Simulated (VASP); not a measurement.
LiTaBe2N3, 7 atoms in the cell. The typed cell holds 7 atoms: a = 3.970 Å, b = 3.970 Å, c = 5.541 Å, α = 90.00°, β = 90.00°, γ = 90.03°. The cell was generated, and may not be a known phase.

```yaml
Program: VASP 6.6.1
Task: single point
Functional: PBE
Potentials_or_basis: VASP PAW PBE potentials, release 64 (Li_sv, Ta_pv, Be, N)
Cutoff: 750 eV
k_mesh: 3 × 3 × 2
Occupations: gaussian, width 0.15 eV
Spin: no spin polarisation
Dipole_correction: no
Further_INCAR_settings: ALGO = Normal; EDIFF = 1e-06; NBANDS = 26
```

Potentials or basis: VASP PAW PBE potentials, release 64 (Li_sv, Ta_pv, Be, N).

Command:

```sh
$ cat potpaw_PBE.64/Li_sv/POTCAR potpaw_PBE.64/Ta_pv/POTCAR potpaw_PBE.64/Be/POTCAR potpaw_PBE.64/N/POTCAR > POTCAR
$ mpirun -np 1 vasp_std > vasp.out
```

Hardware: 1 thread of AMD EPYC 7R43 64-Core Processor (Zen 3), with other jobs on the host.

Q: Estimate the wall time of this run.

A: Run time: 42 s on 1 thread of AMD EPYC 7R43 64-Core Processor (Zen 3), with other jobs on the host, peak memory 0.23 GiB. Counts: scf iterations 17, k points 8.
